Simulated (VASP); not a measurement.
A run of VASP 6.6.1 is set up as follows.

The input POSCAR:

```
NbTe
1.0
    0.0000000000      2.9557230600      2.9557230600
    2.9557230600      0.0000000000      2.9557230600
    5.9114461200      5.9114461200      0.0000000000
Nb Te
2 2
Direct
    0.5000000000      0.5000000000      0.2500000000
    0.5000000000      0.5000000000      0.7500000000
    0.0000000000      0.0000000000      0.0000000000
    0.0000000000      0.0000000000      0.5000000000
```

INCAR.step1

```
ALGO     = Normal         # electronic algorithm
EDIFF    = 1E-4           # SCF threshold, eV
ENCUT    = 520            # plane-wave cutoff, eV
GGA      = PE             # functional
ISMEAR   = 0              # smearing method
ISPIN    = 2              # spin polarisation
LASPH    = T              # aspherical terms in the spheres
LCHARG   = F              # write CHGCAR
LMAXMIX  = 4              # l up to which the mixer works
LREAL    = F              # projectors in reciprocal space
LWAVE    = T              # write WAVECAR
MAGMOM   = 2 -2 0 0       # initial moments
NBANDS   = 31             # bands
NELM     = 150            # most SCF steps
PREC     = Accurate       # precision mode
SIGMA    = 0.05           # smearing width, eV
```

Contents of INCAR.step2:

```
ALGO     = Normal         # electronic algorithm
EDIFF    = 1E-7           # SCF threshold, eV
ENCUT    = 520            # plane-wave cutoff, eV
ISIF     = 2              # what is computed and relaxed
ISMEAR   = 0              # smearing method
ISPIN    = 2              # spin polarisation
ISTART   = 1            
LASPH    = T              # aspherical terms in the spheres
LCHARG   = F              # write CHGCAR
LMAXMIX  = 4              # l up to which the mixer works
LMIXTAU  = T            
LORBIT   = 11             # projections on sites
LREAL    = F              # projectors in reciprocal space
LWAVE    = F              # write WAVECAR
MAGMOM   = 2 -2 0 0       # initial moments
METAGGA  = R2SCAN         # meta-GGA
NBANDS   = 31             # bands
NELM     = 150            # most SCF steps
PREC     = Accurate       # precision mode
SIGMA    = 0.05           # smearing width, eV
```

KPOINTS

```
k-points
0
Gamma
  10 10 5
```

Potentials or basis: VASP PAW PBE potentials, release 64 (Nb_sv, Te).

Launch:

```bash
$ cat potpaw_PBE.64/Nb_sv/POTCAR potpaw_PBE.64/Te/POTCAR > POTCAR
$ cp INCAR.step1 INCAR
$ mpirun -np 1 vasp_std > vasp.out
$ cp INCAR.step2 INCAR
$ mpirun -np 1 vasp_std > vasp.out
```

Predict the pressure.

-0.8 GPa.

Estimate the band gap on the k mesh.

zero (filled and empty bands overlap).

Estimate the net moment.

0.00 μB per cell.

What does it give for the site moments?

Nb +2.04, -2.04; Te +0.00 μB.

Stress tensor (GPa, compression positive):
```
-0.76 -2.37  2.37
-2.37 -0.76  2.37
 2.37  2.37 -0.76
```

Caveat: the PAW data sets were made with another functional, which shifts forces and pressure a little; spin-orbit coupling is left out, which moves the levels of the heavy elements.
